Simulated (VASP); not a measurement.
# CoSi2 (Fm-3m) in VASP: notebook, part 2 of 2

VASP 6.6.1. The steps go on from the part before.

**4. Single point, PBE, collinear spin, ferromagnetic start**

INCAR reads:

```
SYSTEM = CoSi2
ALGO = Normal ; EDIFF = 1E-6
ENCUT = 520 ; GGA = PE
ISIF = 2 ; ISMEAR = -1
ISPIN = 2 ; LASPH = .TRUE.
LCHARG = .FALSE. ; LMAXMIX = 4
LORBIT = 11 ; LREAL = .FALSE.
LWAVE = .FALSE. ; MAGMOM = 1.57 0 0
NBANDS = 20 ; NELM = 150
NUPDOWN = 1.57 ; PREC = Accurate
SIGMA = 0.1
```

KPOINTS reads:

```
k-points
0
G
  10 10 10
  0 0 0
```

POSCAR reads:

```
CoSi2
1.0
    0.0000000000      2.6780000000      2.6780000000
    2.6780000000      0.0000000000      2.6780000000
    2.6780000000      2.6780000000      0.0000000000
Co Si
1 2
Direct
    0.0000000000      0.0000000000      0.0000000000
    0.2500000000      0.2500000000      0.2500000000
    0.7500000000      0.7500000000      0.7500000000
```

Potentials or basis: VASP PAW PBE potentials, release 64 (Co, Si).

Command:

```
$ cat potpaw_PBE.64/Co/POTCAR potpaw_PBE.64/Si/POTCAR > POTCAR
$ mpirun -np 1 vasp_std > vasp.out
```

OUTCAR:

```text
SYSTEM = CoSi2
   EDIFF = 1E-6
   ENCUT = 520
   GGA = PE
   ISIF = 2
   ISMEAR = -1
   ISPIN = 2
   LASPH = .TRUE.
   LORBIT = 11
   LREAL = .FALSE.
   NELM = 150
   NUPDOWN = 1.57
   PREC = Accurate

 ion  position               nearest neighbor table
   1  0.000  0.000  0.000-   3 2.32   2 2.32   3 2.32   2 2.32   3 2.32   3 2.32   2 2.32   2 2.32

   2  0.250  0.250  0.250-   1 2.32   1 2.32   1 2.32   1 2.32   3 2.68   3 2.68   3 2.68   3 2.68
                             3 2.68   3 2.68
   3  0.750  0.750  0.750-   1 2.32   1 2.32   1 2.32   1 2.32   2 2.68   2 2.68   2 2.68   2 2.68
                             2 2.68   2 2.68

  LATTYP: Found a face centered cubic cell.
 ALAT       =     5.3560000000

  Lattice vectors:

 A1 = (   0.0000000000,   2.6780000000,   2.6780000000)
 A2 = (   2.6780000000,   0.0000000000,   2.6780000000)
 A3 = (   2.6780000000,   2.6780000000,   0.0000000000)

Analysis of symmetry for initial positions (statically):
=====================================================================
 Subroutine PRICEL returns:
 Original cell was already a primitive cell.

 Routine SETGRP: Setting up the symmetry group for a
 face centered cubic supercell.

 Subroutine GETGRP returns: Found 48 space group operations
 (whereof 48 operations were pure point group operations)
 out of a pool of 48 trial point group operations.

The static configuration has the point symmetry O_h .

Analysis of symmetry for dynamics (positions and initial velocities):
=====================================================================
 Subroutine PRICEL returns:
 Original cell was already a primitive cell.

 Routine SETGRP: Setting up the symmetry group for a
 face centered cubic supercell.

 Subroutine GETGRP returns: Found 48 space group operations
 (whereof 48 operations were pure point group operations)
 out of a pool of 48 trial point group operations.

The dynamic configuration has the point symmetry O_h .
[... 157 lines left out ...]
  ---------------------------------------------------
  free energy    TOTEN  =       -18.26241318 eV

  energy without entropy =      -18.19395709  energy(sigma->0) =      -18.22818514

 E-fermi :   9.5297     XC(G=0): -11.7473

 val. band max:       11.8177976776   @ k =   0.5000   0.2000   0.0000
 cond. band min:       9.5360189161   @ k =  -0.2000   0.1000   0.0000
 fundamental gap:     -2.2817787615
 Fermi energy:        11.8788923744

 spin component 1

 k-point     1 :       0.0000    0.0000    0.0000
  band No.  band energies     occupation
      1      -3.1757      1.00000
      2       5.6508      1.00000
      3       5.6508      1.00000
      4       5.6508      1.00000
      5       7.6211      1.00000
      6       7.6211      1.00000
[... 541 lines left out ...]
     19      24.0646      0.00000
     20      24.4902      0.00000

 [... further k-points ...]

 spin component 2

 k-point     1 :       0.0000    0.0000    0.0000
  band No.  band energies     occupation
      1      -2.8523      1.00000
      2       6.2445      1.00000
      3       6.2445      1.00000
      4       6.2445      1.00000
      5       8.4679      0.99998
      6       8.4679      0.99998
[... 541 lines left out ...]
     19      24.4548      0.00000
     20      24.8326      0.00000

 [... further k-points ...]

------------------------ aborting loop because EDIFF is reached ----------------------------------------

  FORCE on cell =-STRESS in cart. coord.  units (eV):
  Direction    XX          YY          ZZ          XY          YZ          ZX
  --------------------------------------------------------------------------------------
  -------------------------------------------------------------------------------------
  Total        2.4547588      2.4547588      2.4547588      0.0000000     -0.0000000      0.0000000
  in kB      102.3900365    102.3900365    102.3900365      0.0000000     -0.0000000      0.0000000
  external PRESSURE =     102.3900365 kB  Pullay stress =       0.0000000 kB

 VOLUME and BASIS-vectors are now :
 -----------------------------------------------------------------------------
  energy-cutoff  :      520.00
  volume of cell :       38.41
      direct lattice vectors                 reciprocal lattice vectors
     0.000000000  2.678000000  2.678000000    -0.186706497  0.186706497  0.186706497
     2.678000000  0.000000000  2.678000000     0.186706497 -0.186706497  0.186706497
     2.678000000  2.678000000  0.000000000     0.186706497  0.186706497 -0.186706497

 POSITION                                       TOTAL-FORCE (eV/Angst)
 -----------------------------------------------------------------------------------
      0.00000      0.00000      0.00000         0.000000      0.000000      0.000000
      1.33900      1.33900      1.33900        -0.000000     -0.000000     -0.000000
      4.01700      4.01700      4.01700         0.000000      0.000000      0.000000
 -----------------------------------------------------------------------------------
    total drift:                               -0.000000     -0.000000      0.000000

  FREE ENERGIE OF THE ION-ELECTRON SYSTEM (eV)
  ---------------------------------------------------
  free  energy   TOTEN  =       -18.2624131762 eV

  energy  without entropy=      -18.1939570939  energy(sigma->0) =      -18.22818514

 total charge

# of ion       s       p       d       tot
------------------------------------------
    1        0.544   0.716   7.553   8.813
    2        0.753   0.862   0.000   1.615
    3        0.753   0.862   0.000   1.615
--------------------------------------------------
tot          2.049   2.441   7.553  12.043

 magnetization (x)

# of ion       s       p       d       tot
------------------------------------------
    1        0.013   0.144   0.847   1.005
    2        0.045   0.078   0.000   0.122
    3        0.045   0.078   0.000   0.122
--------------------------------------------------
tot          0.102   0.300   0.847   1.249
```

OSZICAR:

```text
N       E                     dE             d eps       ncg     rms          rms(c)
DAV:   1     0.695120549605E+02    0.69512E+02   -0.66029E+03  3784   0.810E+02
DAV:   2    -0.151994455067E+02   -0.84712E+02   -0.74576E+02  3980   0.186E+02
DAV:   3    -0.198344021537E+02   -0.46350E+01   -0.44638E+01  4516   0.461E+01
DAV:   4    -0.199128438912E+02   -0.78442E-01   -0.78214E-01  4344   0.540E+00
DAV:   5    -0.199150025037E+02   -0.21586E-02   -0.21583E-02  4656   0.969E-01    0.159E+01
DAV:   6    -0.251709604051E+02   -0.52560E+01   -0.25619E+01  4232   0.947E+01    0.239E+01
DAV:   7    -0.182950373532E+02    0.68759E+01   -0.12712E+01  4684   0.708E+01    0.353E+00
DAV:   8    -0.183019460905E+02   -0.69087E-02   -0.75026E-01  4968   0.730E+00    0.257E+00
DAV:   9    -0.182629813513E+02    0.38965E-01   -0.80278E-02  4556   0.420E+00    0.809E-01
DAV:  10    -0.182623002474E+02    0.68110E-03   -0.37799E-03  5692   0.542E-01    0.291E-01
DAV:  11    -0.182624733043E+02   -0.17306E-03   -0.10666E-03  4456   0.480E-01    0.119E-01
DAV:  12    -0.182624102477E+02    0.63057E-04   -0.25832E-04  4556   0.284E-01    0.244E-02
DAV:  13    -0.182624123110E+02   -0.20633E-05   -0.16049E-05  4392   0.251E-02    0.140E-02
DAV:  14    -0.182624134874E+02   -0.11764E-05   -0.55149E-06  4252   0.166E-02    0.647E-03
DAV:  15    -0.182624131762E+02    0.31118E-06   -0.55217E-07  3196   0.630E-03
   1 F= -.18262413E+02 E0= -.18228185E+02  d E =-.684561E-01  mag=     1.5700
```

stdout:

```text
POSCAR found type information on POSCAR CoSi
 POSCAR found :  2 types and       3 ions
 scaLAPACK will be used
 LDA part: xc-table for (Slater+PW92), standard interpolation
 POSCAR, INCAR and KPOINTS ok, starting setup
 FFT: planning ... GRIDC
 FFT: planning ... GRID_SOFT
 FFT: planning ... GRID
 WAVECAR not read
 entering main loop
```

It took 97 s on 1 thread of Intel Xeon 8259CL, shared host; peak memory 0.2 GiB.

Results:

```yaml
Free_energy: -18.2624 eV
Pressure: 10.2 GPa
Net_moment: 1.57 μB per cell
Site_moments: Co +1.00; Si +0.12 μB
Valence_electrons_inside_the_program's_atomic_spheres: Co 8.81; Si 1.61
```

Caveat: the cell stands under pressure; the total moment is fixed, so each spin has its own Fermi level.

**5. Summary**

| fixed moment (μB) | pressure (GPa) | moment (μB) |
| --- | --- | --- |
| 0.22 | 0.5 | 0.22 |
| 0.67 | 1.7 | 0.67 |
| 1.57 | 10.2 | 1.57 |

Alike in all rows: task single point; level PBE; potentials or basis VASP PAW PBE potentials, release 64 (Co, Si); spin collinear, ferromagnetic start; cell as given; k mesh 10 × 10 × 10; cutoff (eV) 520; smearing fermi-dirac 0.1 eV.

Caveats: the total moment is fixed, so each spin has its own Fermi level; the cell stands under pressure (at least some runs).

Absolute energies hang on the potentials; compare differences alone.
